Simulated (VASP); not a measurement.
Runs of VASP 6.6.1 on AlGa2Sb3. The structure is that of space group P6/mmm (No. 191), or close to it. The cells are those of the table. The cell was generated, and may not be a known phase.

| task | cell | k mesh | cutoff (eV) | gap on the mesh (eV) | pressure (GPa) | relaxed volume (Å³/atom) |
| --- | --- | --- | --- | --- | --- | --- |
| single point | a = 6.130, b = 6.130, c = 4.345 Å, angles 90.0, 90.0, 120.0°, 6 atoms | 3 × 3 × 4 | 520 | none | 11.8 | - |
| relaxation of cell and atoms | relaxed from a = 6.130, b = 6.130, c = 4.345 Å, angles 90.0, 90.0, 120.0°, 6 atoms | 3 × 3 × 4 | 600 | none | 0.0 | (a) |
| relaxation of cell and atoms | relaxed from a = 5.995, b = 5.995, c = 5.436 Å, angles 90.0, 90.0, 120.0°, 6 atoms | 6 × 6 × 8 | 600 | none | 0.0 | 28.14 |
| single point | a = 6.244, b = 6.244, c = 5.003 Å, angles 90.0, 90.0, 120.0°, 6 atoms | 6 × 6 × 8 | 520 | none | 0.0 | - |
| single point | a = 5.995, b = 5.995, c = 5.436 Å, angles 90.0, 90.0, 120.0°, 6 atoms | 3 × 3 × 4 | 520 | none | -0.1 | - |

Alike in all rows: level PBE; potentials or basis VASP PAW PBE potentials, release 64 (Al, Ga_d, Sb); no spin polarisation; smearing gaussian 0.1 eV.

Task: Estimate the missing entries.

Result: (a) 28.15.

Caveats: some runs use coarse meshes; spin-orbit coupling is left out, which moves the levels of the heavy elements; the volume moved by over 15 % at a fixed basis, so the end points are rough (at least some runs).

A k mesh can miss the band edges, and the runs leave out spin-orbit coupling on Ga, Sb.

A gap of «none» marks levels without a gap at the run's occupations.
